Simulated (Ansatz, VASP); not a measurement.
Ge: VASP beside Ansatz

```xyz
2
Lattice="0.0000 2.8656 2.8656 2.8656 0.0000 2.8656 2.8656 2.8656 0.0000" Properties=species:S:1:pos:R:3 pbc="T T T"
Ge    0.0000    0.0000    0.0000
Ge    1.4328    1.4328    1.4328
```

Alike in both runs: task single point; functional r2SCAN; k mesh 12 × 12 × 12; occupations gaussian, width 0.02 eV; no spin polarisation.

```csv
,VASP,Ansatz
version,VASP 6.6.1,Ansatz 0.2.0
potentials or method,"VASP PAW PBE potentials, release 64 (Ge_d), cutoff 520 eV","scalar-relativistic, plane waves, PAW"
valence electrons in the cell,28,28
```

```tsv
	VASP	Ansatz	Ansatz less VASP
gap on the k mesh at the Fermi level (eV)	0.04	0.07	+0.035
least direct gap on the mesh (eV)	0.04	0.07	+0.035
pressure (GPa)	-1.9	-2.0	-0.05
```

VASP's potentials were made for PBE, not for r2SCAN. With one functional, cell and mesh, what is left measures potentials, basis and numerics.
